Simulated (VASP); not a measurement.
# Mg2ZnTe3 (P6_3mc) in VASP: single point with PBE

Aim: the single point of Mg2ZnTe3 with PBE.

All numbers are computed with VASP 6.6.1; they aren't measurements. Logs are shortened: lines on timing, memory, paths and dates and some standing lists are left out, and cuts for length are marked.

### Step 1. The cell of the first run

Symmetry: P6_3mc, No. 186, hexagonal system. Conventional cell: a = 4.516 Å, b = 4.516 Å, c = 22.307 Å, α = 90.00°, β = 90.00°, γ = 120.00°. Mg (site symmetry 3m) has 4 Te at 2.79 to 2.83 Å within 3.7 Å. Mg (site symmetry 3m) has 4 Te at 2.79 to 2.82 Å within 3.7 Å. Within 3.5 Å of Zn (site symmetry 3m) lie 4 Te at 2.68 to 2.74 Å. Within 3.5 Å of Te (site symmetry 3m) lie 1 Zn at 2.68 Å and 3 Mg at 2.79 Å. Within 3.6 Å of Te (site symmetry 3m) lie 3 Zn at 2.74 Å and 1 Mg at 2.83 Å. Te (site symmetry 3m) has 4 Mg at 2.79 to 2.82 Å within 3.7 Å.

### Step 2. Single point, PBE

INCAR

```
SYSTEM = Mg2ZnTe3
PREC = Accurate
ENCUT = 520
EDIFF = 1E-7
ISMEAR = 0
SIGMA = 0.02
LREAL = .FALSE.
LASPH = .TRUE.
NELM = 100
ALGO = Normal
ISIF = 2
LWAVE = .FALSE.
LCHARG = .FALSE.
GGA = PE
NBANDS = 46
```

KPOINTS

```
Automatic mesh
0
G
  6 6 2
  0 0 0
```

POSCAR

```
Mg2ZnTe3
1.0
    4.5164886464      0.0000000000      0.0000000000
   -2.2582443232      3.9113939037      0.0000000000
    0.0000000000      0.0000000000     22.3066650594
Mg Zn Te
4 2 6
Direct
    0.3333333333      0.6666666667      0.3374431369
    0.3333333333      0.6666666667      0.6663714703
    0.6666666667      0.3333333333      0.1663714703
    0.6666666667      0.3333333333      0.8374431369
    0.3333333333      0.6666666667      0.0019007558
    0.6666666667      0.3333333333      0.5019007558
    0.3333333333      0.6666666667      0.1222261199
    0.3333333333      0.6666666667      0.4643326811
    0.3333333333      0.6666666667      0.7927258260
    0.6666666667      0.3333333333      0.2927258260
    0.6666666667      0.3333333333      0.6222261199
    0.6666666667      0.3333333333      0.9643326811
```

Potentials or basis: VASP PAW PBE potentials, release 64 (Mg, Zn, Te).

Run with:

```bash
> cat potpaw_PBE.64/Mg/POTCAR potpaw_PBE.64/Zn/POTCAR potpaw_PBE.64/Te/POTCAR > POTCAR
> mpirun -np 1 vasp_std > vasp.out
```

OUTCAR:

```text
SYSTEM = Mg2ZnTe3
   PREC = Accurate
   ENCUT = 520
   EDIFF = 1E-7
   ISMEAR = 0
   LREAL = .FALSE.
   LASPH = .TRUE.
   NELM = 100
   ISIF = 2
   GGA = PE

 ion  position               nearest neighbor table
   1  0.333  0.667  0.337-  10 2.79  10 2.79  10 2.79   8 2.83
   2  0.333  0.667  0.666-  11 2.79  11 2.79  11 2.79   9 2.82
   3  0.667  0.333  0.166-   7 2.79   7 2.79   7 2.79  10 2.82
   4  0.667  0.333  0.837-   9 2.79   9 2.79   9 2.79  12 2.83
   5  0.333  0.667  0.002-   7 2.68  12 2.74  12 2.74  12 2.74
   6  0.667  0.333  0.502-  11 2.68   8 2.74   8 2.74   8 2.74
   7  0.333  0.667  0.122-   5 2.68   3 2.79   3 2.79   3 2.79
   8  0.333  0.667  0.464-   6 2.74   6 2.74   6 2.74   1 2.83
   9  0.333  0.667  0.793-   4 2.79   4 2.79   4 2.79   2 2.82
  10  0.667  0.333  0.293-   1 2.79   1 2.79   1 2.79   3 2.82
  11  0.667  0.333  0.622-   6 2.68   2 2.79   2 2.79   2 2.79
  12  0.667  0.333  0.964-   5 2.74   5 2.74   5 2.74   4 2.83

  LATTYP: Found a hexagonal cell.
 ALAT       =     4.5164886464
 C/A-ratio  =     4.9389396954

  Lattice vectors:

 A1 = (   4.5164886464,   0.0000000000,   0.0000000000)
 A2 = (  -2.2582443232,   3.9113939037,   0.0000000000)
 A3 = (   0.0000000000,   0.0000000000,  22.3066650594)

Analysis of symmetry for initial positions (statically):
=====================================================================
 Subroutine PRICEL returns:
 Original cell was already a primitive cell.

 Routine SETGRP: Setting up the symmetry group for a
 hexagonal supercell.

 Subroutine GETGRP returns: Found 12 space group operations
 (whereof  6 operations were pure point group operations)
 out of a pool of 24 trial point group operations.

The static configuration has the point symmetry C_3v.
 The point group associated with its full space group is C_6v.

Analysis of symmetry for dynamics (positions and initial velocities):
=====================================================================
 Subroutine PRICEL returns:
 Original cell was already a primitive cell.

 Routine SETGRP: Setting up the symmetry group for a
 hexagonal supercell.

 Subroutine GETGRP returns: Found 12 space group operations
 (whereof  6 operations were pure point group operations)
 out of a pool of 24 trial point group operations.

The dynamic configuration has the point symmetry C_3v.
 The point group associated with its full space group is C_6v.

 Subroutine INISYM returns: Found 12 space group operations
 (whereof  6 operations are pure point group operations),
 and found     1 'primitive' translations

[... 118 lines left out ...]
   ISMEAR =     0;   SIGMA  =   0.02  broadening in eV -4-tet -1-fermi 0-gaus
   EFERMI_NEDOS =   21; number of points for ismear=-14 and -15
   IALGO  =     38    algorithm
   IMIX   =      4    mixing-type and parameters
     AMIX     =   0.40;   BMIX     =  1.00
     AMIX_MAG =   1.60;   BMIX_MAG =  1.00
  volume/ion in A,a.u.               =      32.84       221.61
  Fermi-wavevector in a.u.,A,eV,Ry     =   0.911427  1.722348 11.302359  0.830700
  Thomas-Fermi vector in A             =   2.035705
   LORBIT       =      0    0 simple, 1 ext, 2 COOP (PROOUT), +10 PAW based schemes
   GGA     = PE    functional components
   LHFCALC =     F    Hartree Fock is set to
   AEXX    =    0.0000 exact exchange contribution
   IVDW    =     0    specifies the selected vdW correction
   LEPSILON=     F    determine dielectric tensor
   LRPA    =     F    only Hartree local field effects (RPA)
 non-spin polarized calculation
 Gauss-broadening in eV      SIGMA  =   0.02
  energy-cutoff  :      520.00
  volume of cell :      394.06
 maximum number of plane-waves:     10721
 NGX is ok and might be reduce to    36
   NGX = 17   NGY = 17   NGZ = 83

 number of electron      67.9999997 magnetization

 Free energy of the ion-electron system (eV)
  ---------------------------------------------------
  ext. energy  EPLUGINS =         0.00000000
  ---------------------------------------------------
  free energy    TOTEN  =       -35.79039672 eV

  energy without entropy =      -35.79039672  energy(sigma->0) =      -35.79039672

 E-fermi :   2.2175     XC(G=0):  -8.0638

 val. band max:        2.1119542593   @ k =   0.0000   0.0000   0.0000
 cond. band min:       3.5178916480   @ k =   0.0000   0.0000   0.0000
 fundamental gap:      1.4059373887
 Fermi energy:         2.2174648678

 k-point     1 :       0.0000    0.0000    0.0000
  band No.  band energies     occupation
      1      -8.5588      2.00000
      2      -8.5130      2.00000
      3      -8.2284      2.00000
      4      -8.0650      2.00000
      5      -7.9666      2.00000
      6      -7.8439      2.00000
[... 675 lines left out ...]
     45       7.9983      0.00000
     46       7.9983      0.00000

------------------------ aborting loop because EDIFF is reached ----------------------------------------

  FORCE on cell =-STRESS in cart. coord.  units (eV):
  Direction    XX          YY          ZZ          XY          YZ          ZX
  --------------------------------------------------------------------------------------
  -------------------------------------------------------------------------------------
  Total       -0.0153741     -0.0153741     -0.0061305      0.0000000      0.0000000      0.0000000
  in kB       -0.0625075     -0.0625075     -0.0249251      0.0000000      0.0000000      0.0000000
  external PRESSURE =      -0.0499800 kB  Pullay stress =       0.0000000 kB

 VOLUME and BASIS-vectors are now :
 -----------------------------------------------------------------------------
  energy-cutoff  :      520.00
  volume of cell :      394.06
      direct lattice vectors                 reciprocal lattice vectors
     4.516488646  0.000000000  0.000000000     0.221410941  0.127831666  0.000000000
    -2.258244323  3.911393904  0.000000000     0.000000000  0.255663332  0.000000000
     0.000000000  0.000000000 22.306665059     0.000000000  0.000000000  0.044829651

 POSITION                                       TOTAL-FORCE (eV/Angst)
 -----------------------------------------------------------------------------------
     -0.00000      2.60760      7.52723         0.000000     -0.000000     -0.000632
     -0.00000      2.60760     14.86453         0.000000     -0.000000      0.002676
      2.25824      1.30380      3.71119        -0.000000      0.000000      0.002676
      2.25824      1.30380     18.68056        -0.000000      0.000000     -0.000632
     -0.00000      2.60760      0.04240        -0.000000     -0.000000     -0.001073
      2.25824      1.30380     11.19573         0.000000      0.000000     -0.001073
     -0.00000      2.60760      2.72646        -0.000000     -0.000000      0.013220
     -0.00000      2.60760     10.35771         0.000000     -0.000000     -0.015507
     -0.00000      2.60760     17.68307        -0.000000      0.000000      0.001316
      2.25824      1.30380      6.52974        -0.000000      0.000000      0.001316
      2.25824      1.30380     13.87979        -0.000000     -0.000000      0.013220
      2.25824      1.30380     21.51105        -0.000000     -0.000000     -0.015507
 -----------------------------------------------------------------------------------
    total drift:                               -0.000001     -0.000000     -0.000626

  FREE ENERGIE OF THE ION-ELECTRON SYSTEM (eV)
  ---------------------------------------------------
  free  energy   TOTEN  =       -35.7903967151 eV

  energy  without entropy=      -35.7903967151  energy(sigma->0) =      -35.79039672
```

OSZICAR:

```text
N       E                     dE             d eps       ncg     rms          rms(c)
DAV:   1     0.354618980013E+03    0.35462E+03   -0.25319E+04  1288   0.125E+03
DAV:   2     0.927562133313E+00   -0.35369E+03   -0.33715E+03  1498   0.250E+02
DAV:   3    -0.358451890739E+02   -0.36773E+02   -0.36556E+02  1500   0.847E+01
DAV:   4    -0.369323234389E+02   -0.10871E+01   -0.10853E+01  1568   0.148E+01
DAV:   5    -0.369642399255E+02   -0.31916E-01   -0.31913E-01  1620   0.245E+00    0.790E+00
DAV:   6    -0.358799229219E+02    0.10843E+01   -0.23365E+00  1772   0.179E+01    0.591E+00
DAV:   7    -0.357701998513E+02    0.10972E+00   -0.14033E+00  1518   0.479E+00    0.238E+00
DAV:   8    -0.357924475890E+02   -0.22248E-01   -0.69151E-02  1534   0.101E+00    0.115E+00
DAV:   9    -0.357896316349E+02    0.28160E-02   -0.17843E-02  1426   0.579E-01    0.435E-01
DAV:  10    -0.357897915948E+02   -0.15996E-03   -0.45981E-03  1686   0.374E-01    0.124E-01
DAV:  11    -0.357902398445E+02   -0.44825E-03   -0.85855E-04  1454   0.224E-01    0.503E-02
DAV:  12    -0.357903419434E+02   -0.10210E-03   -0.13333E-04  1484   0.562E-02    0.261E-02
DAV:  13    -0.357903919704E+02   -0.50027E-04   -0.70132E-05  1510   0.283E-02    0.122E-02
DAV:  14    -0.357903941451E+02   -0.21746E-05   -0.54517E-06  1578   0.122E-02    0.753E-03
DAV:  15    -0.357903956768E+02   -0.15318E-05   -0.18851E-06  1364   0.441E-03    0.493E-03
DAV:  16    -0.357903967543E+02   -0.10775E-05   -0.22700E-06  1262   0.496E-03    0.351E-03
DAV:  17    -0.357903967151E+02    0.39205E-07   -0.21238E-07  1276   0.173E-03
   1 F= -.35790397E+02 E0= -.35790397E+02  d E =-.256560E-15
```

Run time: 4.3 min. Hardware: 1 thread of Intel Xeon Platinum 8488C (Sapphire Rapids), shared host; peak memory 0.64 GiB.

Results:

```
Free energy            : -35.7904 eV
Pressure               : 0.0 GPa
Largest force          : 0.016 eV/Å
Band gap on the k mesh : 1.41 eV, direct
```

Forces on the atoms (eV/Å):
```
Mg   0.000  0.000 -0.001
Mg   0.000  0.000  0.003
Mg   0.000  0.000  0.003
Mg   0.000  0.000 -0.001
Zn   0.000  0.000 -0.001
Zn   0.000  0.000 -0.001
Te   0.000  0.000  0.013
Te   0.000  0.000 -0.016
Te   0.000  0.000  0.001
Te   0.000  0.000  0.001
Te   0.000  0.000  0.013
Te   0.000  0.000 -0.016
```

Caveat: spin-orbit coupling is left out, which moves the levels of the heavy elements.
